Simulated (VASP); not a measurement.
Write the native input for VASP 6.6.1 that does the following.

```yaml
Task: single point
Functional: r2SCAN
Potentials_or_basis: VASP PAW PBE potentials, release 64 (Fe, Co)
Cutoff: 520 eV
k_mesh: 12 × 12 × 12
Occupations: gaussian, width 0.1 eV
Spin: collinear spin, ferromagnetic start
Starting_moments: "[4.0, 3.0, 3.0, 3.0] μB"
Dipole_correction: no
Further_INCAR_settings: ALGO = Normal; EDIFF = 1e-06; NBANDS = 30
```

Crystal: FeCo3.

```
Fe Co
1.0
     3.48792    0.00000    0.00000
     0.00000    3.48792    0.00000
     0.00000    0.00000    3.48792
Fe Co
1 3
Direct
  0.00000 0.00000 0.00000
  0.50000 0.50000 0.00000
  0.50000 0.00000 0.50000
  0.00000 0.50000 0.50000
```

The input as run:

POSCAR

```
FeCo3
1.0
    3.4879169971      0.0000000000      0.0000000000
    0.0000000000      3.4879169971      0.0000000000
    0.0000000000      0.0000000000      3.4879169971
Fe Co
1 3
Direct
    0.0000000000      0.0000000000      0.0000000000
    0.5000000000      0.5000000000      0.0000000000
    0.5000000000      0.0000000000      0.5000000000
    0.0000000000      0.5000000000      0.5000000000
```

INCAR.step1

```
SYSTEM = FeCo3
PREC = Accurate
ENCUT = 520
ISMEAR = 0
SIGMA = 0.1
LREAL = .False.
LASPH = .True.
NELM = 150
ISPIN = 2
MAGMOM = 4 3 3 3
LMAXMIX = 4
NBANDS = 30
GGA = PE
ALGO = Normal
EDIFF = 1E-4
LWAVE = .True.
LCHARG = .False.
```

INCAR.step2

```
SYSTEM = FeCo3
PREC = Accurate
ENCUT = 520
EDIFF = 1E-6
ISMEAR = 0
SIGMA = 0.1
LREAL = .False.
LASPH = .True.
NELM = 150
ALGO = Normal
ISIF = 2
LWAVE = .False.
LCHARG = .True.
ISPIN = 2
MAGMOM = 4 3 3 3
LORBIT = 11
LMAXMIX = 4
METAGGA = R2SCAN
LMIXTAU = .True.
LELF = .True.
LVHAR = .True.
NBANDS = 30
ISTART = 1
```

KPOINTS

```
Automatic mesh
0
Gamma
  12 12 12
  0 0 0
```

Potentials or basis: VASP PAW PBE potentials, release 64 (Fe, Co).

The run is started by

```console
$ cat potpaw_PBE.64/Fe/POTCAR potpaw_PBE.64/Co/POTCAR > POTCAR
$ cp INCAR.step1 INCAR
$ mpirun -np 1 vasp_std > vasp.out
$ cp INCAR.step2 INCAR
$ mpirun -np 1 vasp_std > vasp.out
```

It gave:

The pressure is 8.8 GPa. The net moment is 7.95 μB per cell and the site moments are Fe +2.80; Co +1.78 μB. The valence electrons inside the program's atomic spheres are Fe 7.31; Co 8.38.

Caveat: the cell stands under pressure; the PAW data sets were made with another functional, which shifts forces and pressure a little.

Run time: 6.3 min on 1 thread of Intel(R) Xeon(R) 6975P-C (Granite Rapids), on a shared host, peak memory 0.3 GiB.
